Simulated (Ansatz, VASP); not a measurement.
This is a calculation of Si2Mo for VASP 6.6.1.

The input INCAR:

```
PREC = Accurate
ENCUT = 520
EDIFF = 1E-6
ISMEAR = -1
SIGMA = 0.05
LREAL = False
LASPH = True
NELM = 80
ALGO = Normal
ISIF = 2
LWAVE = False
LCHARG = False
GGA = CA
NBANDS = 18
```

The input KPOINTS:

```
regular mesh
0
Gamma
  12 12 12
```

The input POSCAR:

```
Si2Mo
1.0
   -1.5892614214      1.5892614214      3.9041200105
    1.5892614214     -1.5892614214      3.9041200105
    1.5892614214      1.5892614214     -3.9041200105
Mo Si
1 2
Direct
    0.0000000000      0.0000000000      0.0000000000
    0.6670000000      0.6670000000      0.0000000000
    0.3330000000      0.3330000000      0.0000000000
```

Potentials or basis: VASP PAW LDA potentials, release 64 (Mo_sv, Si).

Command:

```sh
$ cat potpaw_LDA.64/Mo_sv/POTCAR potpaw_LDA.64/Si/POTCAR > POTCAR
$ mpirun -np 1 vasp_std > vasp.out
```

Task: Translate it to Ansatz 0.2.0. Potentials there: all-electron LAPW, scalar-relativistic.

Result: As run (the cutoff follows the program's own potentials):

input.yaml

```yaml
crystal:
  lattice:
    - [-1.5892614214, 1.5892614214, 3.9041200105]
    - [1.5892614214, -1.5892614214, 3.9041200105]
    - [1.5892614214, 1.5892614214, -3.9041200105]
  atoms:
    - { symbol: Mo, position: [0.0, 0.0, 0.0] }
    - { symbol: Si, position: [0.667, 0.667, 0.0] }
    - { symbol: Si, position: [0.333, 0.333, 0.0] }
kpoints:
  mp_grid: { grid: [12, 12, 12] }
scf:
  occupations: { method: fermi_dirac, width: 0.05 }
hamiltonian:
  xc: lda
  pseudopotentials: { kind: all_electron, lapw: { basis_error: 0.002 } }
output:
  forces: true
  stress: true
  eigenvalues: true
```

Potentials or basis: all-electron LAPW, scalar-relativistic.

Command:

```sh
$ ansatz run input.yaml --threads 2 --pin off --max-ram 6144MiB --backend cpu --events-out ev --progress --plain --runs-dir out
```

Both were run:

|  | VASP | Ansatz | Ansatz less VASP |
| --- | --- | --- | --- |
| gap on the k mesh at the Fermi level (eV) | none | none | - |
| pressure (GPa) | -1.2 | -1.8 | -0.54 |
| traceless stress, the component that is largest in VASP (GPa) | -0.87 | -0.91 | -0.038 |
| rms of the force components (eV/Å) | 0.158 | 0.162 | +0.0048 |

LDA's correlation is that of Perdew and Zunger in VASP and of Perdew and Wang (1992) in Ansatz. Atom by atom the forces differ by 0.005 eV/Å (rms over components). A gap of «none» marks a metal or a gap that the smearing closes. Ansatz ran all-electron here, and VASP with PAW potentials.
